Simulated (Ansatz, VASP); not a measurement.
Given: the input of a run of VASP 6.6.1 on Sb.

Contents of INCAR:

```
SYSTEM = Sb
  PREC = Accurate
  ENCUT = 520
  EDIFF = 1E-7
  ISMEAR = -1
  SIGMA = 0.05
  LREAL = .FALSE.
  LASPH = .TRUE.
  NELM = 60
  ALGO = Normal
  ISIF = 2
  LWAVE = .FALSE.
  LCHARG = .FALSE.
  NBANDS = 18
```

KPOINTS

```
regular mesh
0
G
  7 7 7
  0 0 0
```

POSCAR

```
Sb
1.0
   -4.0567002343      4.0567002343      2.0389009140
    4.0567002343     -4.0567002343      2.0389009140
    4.0567002343      4.0567002343     -2.0389009140
Sb
4
Direct
    0.6512630600      0.1512630600      0.8025261200
    0.1512630600      0.3487369400      0.5000000000
    0.3487369400      0.8487369400      0.1974738800
    0.8487369400      0.6512630600      0.5000000000
```

Potentials or basis: VASP PAW LDA potentials, release 64 (Sb).

Launch:

```console
$ cat potpaw_LDA.64/Sb/POTCAR > POTCAR
$ mpirun -np 1 vasp_std > vasp.out
```

Set up the same calculation for Ansatz 0.2.0. Potentials there: Ansatz PAW.

As run (the cutoff follows the program's own potentials):

input.yaml

```yaml
crystal:
  lattice:
    - [-4.0567002343, 4.0567002343, 2.038900914]
    - [4.0567002343, -4.0567002343, 2.038900914]
    - [4.0567002343, 4.0567002343, -2.038900914]
  atoms:
    - { symbol: Sb, position: [0.65126306, 0.15126306, 0.80252612] }
    - { symbol: Sb, position: [0.15126306, 0.34873694, 0.5] }
    - { symbol: Sb, position: [0.34873694, 0.84873694, 0.19747388] }
    - { symbol: Sb, position: [0.84873694, 0.65126306, 0.5] }
hamiltonian:
  xc: lda
  pseudopotentials: { kind: paw }
kpoints:
  mp_grid: { grid: [7, 7, 7] }
scf:
  occupations: { method: fermi_dirac, width: 0.05 }
output:
  forces: true
  stress: true
  eigenvalues: true
```

Potentials or basis: Ansatz PAW.

The run is started by

```sh
$ ansatz run input.yaml --threads 2 --pin off --max-ram 5632MiB --backend cpu --events-out ev --progress --plain --runs-dir out
```

Both were run:

|  | VASP | Ansatz | Ansatz less VASP |
| --- | --- | --- | --- |
| gap on the k mesh at the Fermi level (eV) | none | none | - |
| pressure (GPa) | -2.6 | -2.7 | -0.11 |
| traceless stress, the component that is largest in VASP (GPa) | -0.30 | -0.34 | -0.043 |
| rms of the force components (eV/Å) | 0.043 | 0.041 | -0.0017 |

LDA's correlation is that of Perdew and Zunger in VASP and of Perdew and Wang (1992) in Ansatz. Atom by atom the forces differ by 0.002 eV/Å (rms over components). A gap of «none» marks a metal or a gap that the smearing closes. VASP's potentials hold 20 valence electrons a cell and Ansatz's 60, so a difference there can come from the potentials and not from the codes.

Neither program's run includes spin-orbit coupling.
